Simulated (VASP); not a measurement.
# SiHC (P-6m2) in VASP: notebook

SiHC is run at these levels: PBE; tasks: single point, relaxation of cell and atoms.

Everything below comes from runs of VASP 6.6.1. Logs are shortened: lines on timing, memory, paths and dates and some standing lists are left out, and cuts for length are marked.

### Step 1. The cell of the first run

It takes space group P-6m2 (No. 187, hexagonal). The conventional cell has a = 2.894 Å, b = 2.894 Å, c = 2.863 Å, α = 90.00°, β = 90.00°, γ = 120.00°. Within 2.9 Å of Si (site symmetry -6m2) lie 6 C at 2.20 Å and 6 H at 2.20 Å and 8 Si at 2.86 to 2.89 Å. H (site symmetry -6m2) has 3 C at 1.67 Å within 2.2 Å. C (site symmetry -6m2) has 3 H at 1.67 Å within 2.2 Å.

### Step 2. Single point, PBE

INCAR

```
SYSTEM = SiHC
PREC     = Accurate       ! precision mode
ENCUT    = 520            ! plane-wave cutoff, eV
EDIFF    = 1E-7           ! SCF threshold, eV
ISMEAR   = 0              ! smearing method
SIGMA    = 0.1            ! smearing width, eV
LREAL    = .FALSE.        ! projectors in reciprocal space
LASPH    = .TRUE.         ! aspherical terms in the spheres
NELM     = 80             ! most SCF steps
ALGO     = Normal         ! electronic algorithm
ISIF     = 2              ! what is computed and relaxed
LWAVE    = .FALSE.        ! write WAVECAR
LCHARG   = .FALSE.        ! write CHGCAR
GGA      = PE             ! functional
NBANDS   = 12             ! bands
```

KPOINTS

```
Automatic mesh
0
G
  18 18 16
  0 0 0
```

POSCAR

```
SiHC
1.0
    2.8940601383      0.0000000000      0.0000000000
   -1.4470300692      2.5063295998      0.0000000000
    0.0000000000      0.0000000000      2.8633813365
Si H C
1 1 1
Direct
    0.3333333333      0.6666666667      0.0000000000
    0.0000000000      0.0000000000      0.5000000000
    0.6666666667      0.3333333333      0.5000000000
```

Potentials or basis: VASP PAW PBE potentials, release 64 (Si, H, C).

Run with:

```bash
$ cat potpaw_PBE.64/Si/POTCAR potpaw_PBE.64/H/POTCAR potpaw_PBE.64/C/POTCAR > POTCAR
$ mpirun -np 1 vasp_std > vasp.out
```

OUTCAR:

```text
SYSTEM = SiHC
   PREC = Accurate
   ENCUT = 520
   EDIFF = 1E-7
   ISMEAR = 0
   LREAL = .FALSE.
   LASPH = .TRUE.
   NELM = 80
   ISIF = 2
   GGA = PE

 ion  position               nearest neighbor table
   1  0.333  0.667  0.000-   3 2.20   3 2.20   3 2.20   3 2.20   3 2.20   3 2.20
   2  0.000  0.000  0.500-
   3  0.667  0.333  0.500-   1 2.20   1 2.20   1 2.20   1 2.20   1 2.20   1 2.20

  LATTYP: Found a hexagonal cell.
 ALAT       =     2.8940601383
 C/A-ratio  =     0.9893993904

  Lattice vectors:

 A1 = (   2.8940601383,   0.0000000000,   0.0000000000)
 A2 = (  -1.4470300692,   2.5063295998,   0.0000000000)
 A3 = (   0.0000000000,   0.0000000000,   2.8633813365)

Analysis of symmetry for initial positions (statically):
=====================================================================
 Subroutine PRICEL returns:
 Original cell was already a primitive cell.

 Routine SETGRP: Setting up the symmetry group for a
 hexagonal supercell.

 Subroutine GETGRP returns: Found 12 space group operations
 (whereof 12 operations were pure point group operations)
 out of a pool of 24 trial point group operations.

The static configuration has the point symmetry D_3h.

Analysis of symmetry for dynamics (positions and initial velocities):
=====================================================================
 Subroutine PRICEL returns:
 Original cell was already a primitive cell.

 Routine SETGRP: Setting up the symmetry group for a
 hexagonal supercell.

 Subroutine GETGRP returns: Found 12 space group operations
 (whereof 12 operations were pure point group operations)
 out of a pool of 24 trial point group operations.

The dynamic configuration has the point symmetry D_3h.

 Subroutine INISYM returns: Found 12 space group operations
 (whereof 12 operations are pure point group operations),
 and found     1 'primitive' translations

----------------------------------------------------------------------------------------

                                     Primitive cell

  volume of cell :      20.7694

  direct lattice vectors                    reciprocal lattice vectors
     2.894060138  0.000000000  0.000000000     0.345535321  0.199494911  0.000000000
    -1.447030069  2.506329600  0.000000000     0.000000000  0.398989822  0.000000000
     0.000000000  0.000000000  2.863381336     0.000000000  0.000000000  0.349237451

  length of vectors
     2.894060138  2.894060138  2.863381336     0.398989822  0.398989822  0.349237451

  position of ions in fractional coordinates (direct lattice)
     0.333333333  0.666666667  0.000000000
     0.000000000  0.000000000  0.500000000
     0.666666667  0.333333333  0.500000000

  ion indices of the primitive-cell ions
   primitive index   ion index
                 1           1
                 2           2
                 3           3

----------------------------------------------------------------------------------------

 KPOINTS: Automatic mesh

Automatic generation of k-mesh.
 Grid dimensions read from file:
 generate k-points for:   18   18   16

 Generating k-lattice:

  Cartesian coordinates                     Fractional coordinates (reciprocal lattice)
     0.019196407  0.011083051  0.000000000     0.055555556  0.000000000  0.000000000
     0.000000000  0.022166101  0.000000000     0.000000000  0.055555556  0.000000000
     0.000000000  0.000000000  0.021827341     0.000000000  0.000000000  0.062500000

  Length of vectors
     0.022166101  0.022166101  0.021827341

  Shift w.r.t. Gamma in fractional coordinates (k-lattice)
     0.000000000  0.000000000  0.000000000

 Subroutine IBZKPT returns following result:
 ===========================================

 Found    333 irreducible k-points:

 Following reciprocal coordinates:
            Coordinates               Weight
  0.000000  0.000000  0.000000      1.000000
  0.055556  0.000000  0.000000      6.000000
  0.111111  0.000000  0.000000      6.000000
  0.166667  0.000000  0.000000      6.000000
  0.222222  0.000000  0.000000      6.000000
  0.277778  0.000000  0.000000      6.000000
[... 16 lines left out ...]
  0.333333  0.111111  0.000000     12.000000
  0.388889  0.111111  0.000000     12.000000
 [... further k-points ...]
   k-points           NKPTS =    333   k-points in BZ     NKDIM =    333   number of bands    NBANDS=     12
   number of dos      NEDOS =    301   number of ions     NIONS =      3
   total plane-waves  NPLWV =  13824
   dimension x,y,z NGX =    24 NGY =   24 NGZ =   24
   dimension x,y,z NGXF=    48 NGYF=   48 NGZF=   48
   ions per type =               1   1   1
   NGX,Y,Z   is equivalent  to a cutoff of  13.79, 13.79, 13.93 a.u.
   NGXF,Y,Z  is equivalent  to a cutoff of  27.57, 27.57, 27.87 a.u.
 SYSTEM =  SiHC
   PREC   = accura    normal or accurate (medium, high low for compatibility)
   ISTART =      0    job   : 0-new  1-cont  2-samecut
   ICHARG =      2    charge: 1-file 2-atom 10-const
   ISPIN  =      1    spin polarized calculation?
   LNONCOLLINEAR =      F non collinear calculations
   LSORBIT =      F    spin-orbit coupling
   LASPH  =      T    aspherical Exc in radial PAW
   ENCUT  =  520.0 eV  38.22 Ry    6.18 a.u.   5.38  5.38  5.32*2*pi/ulx,y,z
   NELM   =     80;   NELMIN=  2; NELMDL= -5     # of ELM steps
   EDIFF  = 0.1E-06   stopping-criterion for ELM
   LREAL  =      F    real-space projection
   EDIFFG = 0.1E-05   stopping-criterion for IOM
   NSW    =      0    number of steps for IOM
   IBRION =     -1    ionic relax: 0-MD 1-quasi-New 2-CG
   NFREE  =      0    steps in history (QN), initial steepest desc. (CG)
   ISIF   =      2    stress and relaxation
   ISYM   =      2    0-nonsym 1-usesym 2-fastsym
   POTIM  = 0.5000    time-step for ionic-motion
   TEBEG  =    0.0;   TEEND  =   0.0 temperature during run
   PSTRESS=    0.0 pullay stress
   NELECT =       9.0000    total number of electrons
   NUPDOWN=      -1.0000    fix difference up-down
   EMIN   =  10.00;   EMAX   =-10.00  energy-range for DOS
   EFERMI =   0.00;   METHOD = LEGACY
   ISMEAR =     0;   SIGMA  =   0.10  broadening in eV -4-tet -1-fermi 0-gaus
   EFERMI_NEDOS =   21; number of points for ismear=-14 and -15
   IALGO  =     38    algorithm
   IMIX   =      4    mixing-type and parameters
     AMIX     =   0.40;   BMIX     =  1.00
     AMIX_MAG =   1.60;   BMIX_MAG =  1.00
  volume/ion in A,a.u.               =       6.92        46.72
  Fermi-wavevector in a.u.,A,eV,Ry     =   1.238837  2.341062 20.881080  1.534716
  Thomas-Fermi vector in A             =   2.373345
   LORBIT       =      0    0 simple, 1 ext, 2 COOP (PROOUT), +10 PAW based schemes
   GGA     = PE    functional components
   LHFCALC =     F    Hartree Fock is set to
   AEXX    =    0.0000 exact exchange contribution
   IVDW    =     0    specifies the selected vdW correction
   LEPSILON=     F    determine dielectric tensor
   LRPA    =     F    only Hartree local field effects (RPA)
 non-spin polarized calculation
 Gauss-broadening in eV      SIGMA  =   0.10
  energy-cutoff  :      520.00
  volume of cell :       20.77
 maximum number of plane-waves:       581
 NGX is ok and might be reduce to    24
   NGX = 11   NGY = 11   NGZ = 11

 number of electron       9.0000000 magnetization

 Free energy of the ion-electron system (eV)
  ---------------------------------------------------
  ext. energy  EPLUGINS =         0.00000000
  ---------------------------------------------------
  free energy    TOTEN  =       -13.81356604 eV

  energy without entropy =      -13.81045028  energy(sigma->0) =      -13.81200816

 E-fermi :  10.9571     XC(G=0): -12.3007

 val. band max:       10.9522088108   @ k =   0.1111   0.0556   0.0000
 cond. band min:      10.9690343515   @ k =   0.3333   0.0556   0.0625
 fundamental gap:      0.0168255406
 Fermi energy:        10.9570774591

 k-point     1 :       0.0000    0.0000    0.0000
  band No.  band energies     occupation
      1      -7.4025      2.00000
      2       7.5159      2.00000
      3       9.9103      2.00000
      4       9.9103      2.00000
      5      10.5575      2.00000
      6      13.3421      0.00000
      7      16.4398      0.00000
      8      16.4398      0.00000
      9      17.5710      0.00000
     10      22.7120      0.00000
     11      26.3660      0.00000
     12      26.3660      0.00000

 k-point     2 :       0.0556    0.0000    0.0000
  band No.  band energies     occupation
      1      -7.3361      2.00000
      2       7.5676      2.00000
      3       9.3583      2.00000
      4       9.7812      2.00000
      5      10.6177      2.00000
      6      13.4151      0.00000
      7      16.0004      0.00000
      8      16.6511      0.00000
      9      18.5764      0.00000
     10      22.5038      0.00000
     11      26.1502      0.00000
     12      26.3360      0.00000

 k-point     3 :       0.1111    0.0000    0.0000
  band No.  band energies     occupation
      1      -7.1365      2.00000
      2       7.7214      2.00000
      3       8.1215      2.00000
      4       9.4457      2.00000
      5      10.7626      1.99405
      6      13.0916      0.00000
      7      16.2591      0.00000
      8      17.2221      0.00000
      9      20.0870      0.00000
     10      21.9248      0.00000
     11      25.6535      0.00000
     12      26.2774      0.00000

 k-point     4 :       0.1667    0.0000    0.0000
  band No.  band energies     occupation
      1      -6.8046      2.00000
      2       6.6268      2.00000
      3       7.9722      2.00000
      4       9.0070      2.00000
      5      10.9380      1.21277
      6      12.5063      0.00000
      7      17.1761      0.00000
      8      18.0144      0.00000
      9      21.0782      0.00000
     10      21.2485      0.00000
     11      25.3509      0.00000
     12      26.2692      0.00000

 k-point     5 :       0.2222    0.0000    0.0000
  band No.  band energies     occupation
      1      -6.3418      2.00000
      2       5.0569      2.00000
      3       8.3102      2.00000
      4       8.5519      2.00000
      5      10.9446      1.14054
      6      12.2238      0.00000
      7      18.2336      0.00000
      8      18.8759      0.00000
      9      20.0770      0.00000
     10      21.4098      0.00000
     11      25.8493      0.00000
     12      26.4205      0.00000
[... 228 lines left out ...]
      1      -5.5538      2.00000
      2       3.5839      2.00000
      3       6.2747      2.00000
      4       8.8503      2.00000
      5      12.0484      0.00000
      6      13.1512      0.00000
      7      17.8537      0.00000
      8      18.8937      0.00000
      9      19.7664      0.00000
     10      21.5637      0.00000
     11      24.5465      0.00000
     12      25.3357      0.00000

 k-point    22 :       0.2778    0.1111    0.0000
  band No.  band energies     occupation
      1      -4.8397      2.00000
      2       2.1439      2.00000
      3       5.7960      2.00000
      4       9.2857      2.00000
      5      12.2130      0.00000
      6      13.3704      0.00000
      7      17.9931      0.00000
      8      18.5182      0.00000
      9      19.4358      0.00000
     10      21.5891      0.00000
     11      23.8662      0.00000
     12      26.1151      0.00000

 k-point    23 :       0.3333    0.1111    0.0000
  band No.  band energies     occupation
      1      -4.0122      2.00000
      2       0.7699      2.00000
      3       5.4647      2.00000
      4       9.7046      2.00000
      5      12.1455      0.00000
      6      13.9480      0.00000
      7      17.2090      0.00000
      8      17.9396      0.00000
      9      19.7842      0.00000
     10      21.9727      0.00000
     11      23.3914      0.00000
     12      26.8193      0.00000

 k-point    24 :       0.3889    0.1111    0.0000
  band No.  band energies     occupation
      1      -3.1101      2.00000
      2      -0.4687      2.00000
      3       5.2686      2.00000
      4      10.0240      2.00000
      5      12.0541      0.00000
      6      14.6548      0.00000
      7      16.6570      0.00000
      8      17.0482      0.00000
      9      20.0709      0.00000
     10      22.5079      0.00000
     11      23.1124      0.00000
     12      27.2792      0.00000

 [... further k-points ...]
[... 5 lines left out ...]
  --------------------------------------------------------------------------------------
  -------------------------------------------------------------------------------------
  Total        0.0073594      0.0073594      0.0156092     -0.0000000      0.0000000     -0.0000000
  in kB        0.5677097      0.5677097      1.2041073     -0.0000000      0.0000000     -0.0000000
  external PRESSURE =       0.7798423 kB  Pullay stress =       0.0000000 kB

 VOLUME and BASIS-vectors are now :
 -----------------------------------------------------------------------------
  energy-cutoff  :      520.00
  volume of cell :       20.77
      direct lattice vectors                 reciprocal lattice vectors
     2.894060138  0.000000000  0.000000000     0.345535321  0.199494911  0.000000000
    -1.447030069  2.506329600  0.000000000     0.000000000  0.398989822  0.000000000
     0.000000000  0.000000000  2.863381336     0.000000000  0.000000000  0.349237451

 POSITION                                       TOTAL-FORCE (eV/Angst)
 -----------------------------------------------------------------------------------
     -0.00000      1.67089      0.00000         0.000000     -0.000000      0.000000
      0.00000      0.00000      1.43169         0.000000      0.000000      0.000000
      1.44703      0.83544      1.43169        -0.000000      0.000000      0.000000
 -----------------------------------------------------------------------------------
    total drift:                               -0.000000      0.000000      0.000000

  FREE ENERGIE OF THE ION-ELECTRON SYSTEM (eV)
  ---------------------------------------------------
  free  energy   TOTEN  =       -13.8135660414 eV

  energy  without entropy=      -13.8104502827  energy(sigma->0) =      -13.81200816
```

Wall time 26 s (1 thread of Intel Xeon 6975P-C (Granite Rapids), shared host); peak memory 0.2 GiB.

Results:

```
Free energy : -13.8136 eV
Pressure    : 0.1 GPa
```

### Step 3. Relaxation of cell and atoms, PBE

INCAR

```
SYSTEM = SiHC
PREC = Accurate
ENCUT = 600
EDIFF = 1E-6
ISMEAR = 0
SIGMA = 0.1
LREAL = .False.
LASPH = .True.
NELM = 80
ALGO = Normal
ISIF = 3
LWAVE = .False.
LCHARG = .False.
GGA = PE
IBRION = 2
NSW = 100
EDIFFG = -0.01
```

KPOINTS

```
regular mesh
0
Gamma
  18 18 16
  0 0 0
```

POSCAR

```
SiHC
1.0
    2.9226656257      0.0000000000      0.0000000000
   -1.4613328129      2.5311026786      0.0000000000
    0.0000000000      0.0000000000      2.8115095953
Si H C
1 1 1
Direct
    0.3333333333      0.6666666667      0.0000000000
    0.0000000000      0.0000000000      0.5000000000
    0.6666666667      0.3333333333      0.5000000000
```

Potentials or basis: VASP PAW PBE potentials, release 64 (Si, H, C).

Run with:

```bash
$ cat potpaw_PBE.64/Si/POTCAR potpaw_PBE.64/H/POTCAR potpaw_PBE.64/C/POTCAR > POTCAR
$ mpirun -np 1 vasp_std > vasp.out
```

Wall time 34 s (1 thread of Intel Xeon 6975P-C (Granite Rapids), shared host); peak memory 0.2 GiB.

Results (log left out):

- Free energy: -13.8150 eV
- Relaxed volume: 6.93 Å³/atom
- Relaxed cell: a = 2.895 Å, b = 2.895 Å, c = 2.864 Å, α = 90.00°, β = 90.00°, γ = 120.00°
- Space group after relaxing (to 0.05 Å): P-6m2 (No. 187)
- Energy gained by relaxing: 5.2 meV/atom
- Ionic steps: 3
- Pressure after relaxing: -0.1 GPa

Step by step:
```csv
step,energy change (eV),largest force (eV/Å),pressure (GPa),volume (Å³)
1,0.0000,0.0000,-0.05,20.80
2,-0.0157,0.0000,-0.08,20.78
3,-0.0157,0.0000,-0.10,20.79
```

Final structure:
```xyz
3
Lattice="2.8947 0.0000 0.0000 -1.4473 2.5069 0.0000 0.0000 0.0000 2.8644" Properties=species:S:1:pos:R:3 pbc="T T T"
Si    0.0000    1.6713    0.0000
H     0.0000    0.0000    1.4322
C     1.4473    0.8356    1.4322
```

Levels at points of the mesh, in eV from the Fermi level:
```tsv
k point	band 1	band 2	band 3	band 4	band 5	band 6	band 7	band 8
(0.00, 0.00, 0.00)	-18.35	-3.44	-1.04	-1.04	-0.41	2.38	5.48	5.48
(0.50, 0.00, 0.00)	-13.61	-12.36	-3.63	-1.22	-0.90	3.98	5.38	5.40
(0.00, 0.00, 0.50)	-15.48	-12.51	0.27	0.27	3.85	6.02	7.51	7.54
(0.50, 0.00, 0.50)	-11.10	-9.71	-8.15	-5.51	-1.76	1.32	3.69	4.58
```
